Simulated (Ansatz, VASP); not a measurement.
## Hf in VASP and in Ansatz

Contents of INCAR:

```
  PREC = Accurate
  ENCUT = 520
  EDIFF = 1E-6
  ISMEAR = 0
  SIGMA = 0.1
  LREAL = F
  LASPH = T
  NELM = 60
  ALGO = Normal
  ISIF = 2
  LWAVE = F
  LCHARG = T
  GGA = PS
  LELF = T
  LVHAR = T
  NBANDS = 11
```

KPOINTS

```
regular mesh
0
Gamma
  16 16 16
```

POSCAR

```
Hf
1.0
    0.0000000000      2.2090490895      2.2090490895
    2.2090490895      0.0000000000      2.2090490895
    2.2090490895      2.2090490895      0.0000000000
Hf
1
Direct
    0.0000000000      0.0000000000      0.0000000000
```

Input for Ansatz:

```yaml
crystal:
  lattice:
    - [0.0, 2.2090490895, 2.2090490895]
    - [2.2090490895, 0.0, 2.2090490895]
    - [2.2090490895, 2.2090490895, 0.0]
  atoms:
    - { symbol: Hf, position: [0.0, 0.0, 0.0] }
basis:
  ecutwfc: 420
kpoints:
  mp_grid: { grid: [16, 16, 16] }
  band_path:
    path:
      - [[0.0, 0.0, 0.0], [0.5, 0.0, 0.5], [0.625, 0.25, 0.625]]
      - [[0.375, 0.375, 0.75], [0.0, 0.0, 0.0], [0.5, 0.5, 0.5], [0.5, 0.25, 0.75], [0.5, 0.0, 0.5]]
    npoints: 14
hamiltonian:
  xc: pbesol
scf:
  occupations: { method: gaussian, width: 0.1 }
  n_extra_bands: 6
output:
  forces: true
  stress: true
  eigenvalues: true
  populations: true
  dos: { projected: true, de: 0.02, nscf_kmesh: { grid: [24, 24, 24] } }
  bader: true
  write_density: true
  write_potential: true
  elf: true
  volumetric_format: npy
```

Alike in both runs: task single point; functional PBEsol; k mesh 16 × 16 × 16; occupations gaussian, width 0.1 eV; no spin polarisation.

```csv
,VASP,Ansatz
version,VASP 6.6.1,Ansatz 0.2.0
potentials or method,"VASP PAW PBE potentials, release 64 (Hf_pv), cutoff 520 eV","scalar-relativistic, plane waves, PAW"
valence electrons in the cell,10,26
```

|  | VASP | Ansatz | Ansatz less VASP |
| --- | --- | --- | --- |
| gap on the k mesh at the Fermi level (eV) | none | none | - |
| pressure (GPa) | -0.4 | 0.0 | +0.40 |

VASP's potentials were made for PBE, not for PBEsol. A gap of «none» marks a metal or a gap that the smearing closes. With one functional, cell and mesh, what is left measures potentials, basis and numerics. VASP's potentials hold 10 valence electrons a cell and Ansatz's 26, so a difference there can come from the potentials and not from the codes.

Neither program's run includes spin-orbit coupling.
